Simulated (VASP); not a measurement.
Here is a VASP 6.6.1 calculation.

The input POSCAR:

```
Mo
1.0
   -1.5764210372      1.5764210372      1.5764210372
    1.5764210372     -1.5764210372      1.5764210372
    1.5764210372      1.5764210372     -1.5764210372
Mo
1
Direct
    0.0000000000      0.0000000000      0.0000000000
```

The input INCAR.step1:

```
PREC = Accurate
ENCUT = 520
ISMEAR = -1
SIGMA = 0.1
LREAL = False
LASPH = True
NELM = 60
NBANDS = 13
GGA = PE
ALGO = Normal
EDIFF = 1E-4
LWAVE = True
LCHARG = False
```

Contents of INCAR.step2:

```
PREC = Accurate
ENCUT = 520
EDIFF = 1E-6
ISMEAR = -1
SIGMA = 0.1
LREAL = False
LASPH = True
NELM = 60
ALGO = Normal
ISIF = 2
LWAVE = False
LCHARG = False
METAGGA = R2SCAN
LMIXTAU = True
NBANDS = 13
ISTART = 1
```

Contents of KPOINTS:

```
Automatic mesh
0
Gamma
  14 14 14
```

Potentials or basis: VASP PAW PBE potentials, release 64 (Mo_sv).

Launch:

```sh
$ cat potpaw_PBE.64/Mo_sv/POTCAR > POTCAR
$ cp INCAR.step1 INCAR
$ mpirun -np 1 vasp_std > vasp.out
$ cp INCAR.step2 INCAR
$ mpirun -np 1 vasp_std > vasp.out
```

(1) Predict the band gap on the k mesh.

(2) Predict the pressure.

Answers

(1) zero (band 7 reaches 16.63 eV, above the bottom of band 8 at 11.09 eV).

(2) 1.1 GPa.

Caveat: the PAW data sets were made with another functional, which shifts forces and pressure a little.
